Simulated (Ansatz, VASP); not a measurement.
# Ge in VASP and in Ansatz

File INCAR:

```
SYSTEM = Ge
PREC = Accurate
ENCUT = 520
EDIFF = 1E-7
ISMEAR = -1
SIGMA = 0.05
LREAL = .False.
LASPH = .True.
NELM = 60
ALGO = Normal
ISIF = 2
LWAVE = .False.
LCHARG = .False.
GGA = PE
NBANDS = 21
```

Contents of KPOINTS:

```
regular mesh
0
Gamma
  15 15 8
  0 0 0
```

The input POSCAR:

```
Ge
1.0
    3.0343313785      0.0000000000      0.0000000000
   -1.5171656892      2.6278080573      0.0000000000
    0.0000000000      0.0000000000      5.1526087742
Ge
2
Direct
    0.3333333333      0.6666666667      0.2500000000
    0.6666666667      0.3333333333      0.7500000000
```

Input for Ansatz:

```yaml
crystal:
  lattice:
    - [3.0343313785, 0.0, 0.0]
    - [-1.5171656892, 2.6278080573, 0.0]
    - [0.0, 0.0, 5.1526087742]
  atoms:
    - { symbol: Ge, position: [0.3333333333, 0.6666666667, 0.25] }
    - { symbol: Ge, position: [0.6666666667, 0.3333333333, 0.75] }
kpoints:
  mp_grid: { grid: [15, 15, 8] }
scf:
  occupations: { method: fermi_dirac, width: 0.05 }
hamiltonian:
  xc: pbe
  pseudopotentials: { kind: all_electron, lapw: { basis_error: 0.0005 } }
output:
  forces: true
  stress: true
  eigenvalues: true
```

Change from the starting cell: volume scaled by 1.06.

Alike in both runs: task single point; functional PBE; k mesh 15 × 15 × 8; occupations fermi-dirac, width 0.05 eV; no spin polarisation.

```csv
,VASP,Ansatz
version,VASP 6.6.1,Ansatz 0.2.0
potentials or method,"VASP PAW PBE potentials, release 64 (Ge_d), cutoff 520 eV","all-electron LAPW, scalar-relativistic"
```

Ansatz gave:

| Property | Result |
| --- | --- |
| pressure (GPa) | -3.3 |

Problem. What did VASP give for the same quantities?

Solution. Pressure (GPa): -3.4.

Ansatz ran all-electron here, and VASP with PAW potentials.
